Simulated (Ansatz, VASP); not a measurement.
**RbBr in VASP and in Ansatz**

Contents of INCAR:

```
SYSTEM = RbBr
PREC = Accurate ; ENCUT = 500
EDIFF = 1E-6 ; ISMEAR = -1
SIGMA = 0.02 ; LREAL = .False.
LASPH = .True. ; NELM = 120
ALGO = Normal ; ISIF = 2
LWAVE = .False. ; LCHARG = .True.
GGA = PE ; LELF = .True.
LVHAR = .True. ; NBANDS = 15
GGA_COMPAT = .False.
```

Contents of KPOINTS:

```
Automatic mesh
0
Gamma
  6 6 6
  0 0 0
```

POSCAR

```
RbBr
1.0
    4.1279266522      0.0000000000      0.0000000000
    0.0000000000      4.1279266522      0.0000000000
    0.0000000000      0.0000000000      4.0932520683
Rb Br
1 1
Direct
    0.0000000000      0.0000000000      0.0000000000
    0.5000000000      0.5000000000      0.5000000000
```

Input for Ansatz:

```yaml
crystal:
  lattice:
    - [4.1279266522, 0.0, 0.0]
    - [0.0, 4.1279266522, 0.0]
    - [0.0, 0.0, 4.0932520683]
  atoms:
    - { symbol: Rb, position: [0.0, 0.0, 0.0] }
    - { symbol: Br, position: [0.5, 0.5, 0.5] }
kpoints:
  mp_grid: { grid: [6, 6, 6] }
  band_path:
    path: [[0.0, 0.0, 0.0], [0.0, 0.5, 0.0], [0.5, 0.5, 0.0], [0.5, 0.5, 0.5]]
    npoints: 1
hamiltonian:
  xc: pbe
scf:
  occupations: { method: fermi_dirac, width: 0.02 }
  n_extra_bands: 4
output:
  forces: true
  stress: true
  eigenvalues: true
  write_density: true
  write_potential: true
  elf: true
  volumetric_format: npy
```

Change from the starting cell: uniaxial_z strain -0.8%.

Alike in both runs: task single point; functional PBE; k mesh 6 × 6 × 6; occupations fermi-dirac, width 0.02 eV; no spin polarisation.

```csv
,VASP,Ansatz
version,VASP 6.6.1,Ansatz 0.2.0
potentials or method,"VASP PAW PBE potentials, release 64 (Rb_sv, Br)","plane waves, PAW"
plane-wave cutoff (eV),500,420
valence electrons in the cell,16,16
```

VASP gave:

```
gap on the k mesh at the Fermi level (eV)                     : 4.08
pressure (GPa)                                                : 1.0
traceless stress, the component that is largest in VASP (GPa) : 0.17
```

**Question.** Estimate Ansatz's values.

**Answer.** gap on the k mesh at the Fermi level (eV): 4.08; pressure (GPa): 0.9; traceless stress, the component that is largest in VASP (GPa): 0.17.
